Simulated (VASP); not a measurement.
A run of VASP 6.6.1:

The input POSCAR:

```
Ge
1.0
    2.8377577931      2.8377577931      0.0000000000
   -2.8377577931      2.8377577931      0.0000000000
    0.0000000000      2.8377577931      2.8377577931
Ge
2
Direct
    0.5000000000      0.5000000000      0.0000000000
    0.7500000000      0.2500000000      0.5000000000
```

Contents of INCAR.step1:

```
  ALGO = Normal
  EDIFF = 1E-4
  ENCUT = 600
  GGA = PE
  ISMEAR = 0
  LASPH = True
  LCHARG = False
  LREAL = False
  LWAVE = True
  NELM = 80
  PREC = Accurate
  SIGMA = 0.01
```

INCAR.step2

```
  ALGO = Normal
  EDIFF = 1E-6
  EDIFFG = -0.002
  ENCUT = 600
  IBRION = 2
  ISIF = 3
  ISMEAR = 0
  ISTART = 1
  LASPH = True
  LCHARG = False
  LMIXTAU = True
  LREAL = False
  LWAVE = False
  METAGGA = R2SCAN
  NELM = 80
  NSW = 100
  PREC = Accurate
  PSTRESS = 100.0
  SIGMA = 0.01
```

The input KPOINTS:

```
k-points
0
Gamma
  12 12 12
```

Potentials or basis: VASP PAW PBE potentials, release 64 (Ge_d).

Launch:

```console
$ cat potpaw_PBE.64/Ge_d/POTCAR > POTCAR
$ cp INCAR.step1 INCAR
$ mpirun -np 1 vasp_std > vasp.out
$ cp INCAR.step2 INCAR
$ mpirun -np 1 vasp_std > vasp.out
```

Hardware: 1 thread of AMD EPYC 9R45 96-Core Processor (Zen 5) (shared host).

Question: How long does it take, and how much memory?

Answer: Wall time 16 min on 1 thread of AMD EPYC 9R45 96-Core Processor (Zen 5), on a shared host, peak memory 0.2 GiB. Counts: k points 72, ion steps 12.
